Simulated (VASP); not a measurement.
Set up this calculation in VASP 6.6.1, as the native input.

| Property | Result |
| --- | --- |
| Task | single point |
| Functional | PBE |
| Potentials or basis | VASP PAW PBE potentials, release 64 (Li_sv, S) |
| Cutoff | 520 eV |
| k mesh | 4 × 4 × 4 |
| Occupations | gaussian, width 0.1 eV |
| Spin | no spin polarisation |
| Dipole correction | no |
| Further INCAR settings | ALGO = Normal; EDIFF = 1e-07; NBANDS = 26 |

The structure of Li5S3 lies in POSCAR:

```
Li5S3
1.0
   -3.1313596900      3.1313596900      3.1313596900
    3.1313596900     -3.1313596900      3.1313596900
    3.1313596900      3.1313596900     -3.1313596900
Li S
5 3
Direct
    0.0000000000      0.0000000000      0.0000000000
    0.0000000000      0.0000000000      0.5000000000
    0.0000000000      0.5000000000      0.0000000000
    0.5000000000      0.0000000000      0.0000000000
    0.5000000000      0.5000000000      0.5000000000
    0.0000000000      0.5000000000      0.5000000000
    0.5000000000      0.5000000000      0.0000000000
    0.5000000000      0.0000000000      0.5000000000
```

One way to write it, as run:

INCAR

```
ALGO = Normal
EDIFF = 1E-7
ENCUT = 520
GGA = PE
ISIF = 2
ISMEAR = 0
LASPH = T
LCHARG = T
LELF = T
LREAL = F
LVHAR = T
LWAVE = F
NBANDS = 26
NELM = 100
PREC = Accurate
SIGMA = 0.1
```

KPOINTS

```
k-points
0
Gamma
  4 4 4
```

Potentials or basis: VASP PAW PBE potentials, release 64 (Li_sv, S).

The run is started by

```bash
$ cat potpaw_PBE.64/Li_sv/POTCAR potpaw_PBE.64/S/POTCAR > POTCAR
$ mpirun -np 1 vasp_std > vasp.out
```

It took 26 s on 1 thread of Intel(R) Xeon(R) Platinum 8488C (Sapphire Rapids), with other jobs on the host, peak memory 0.23 GiB.
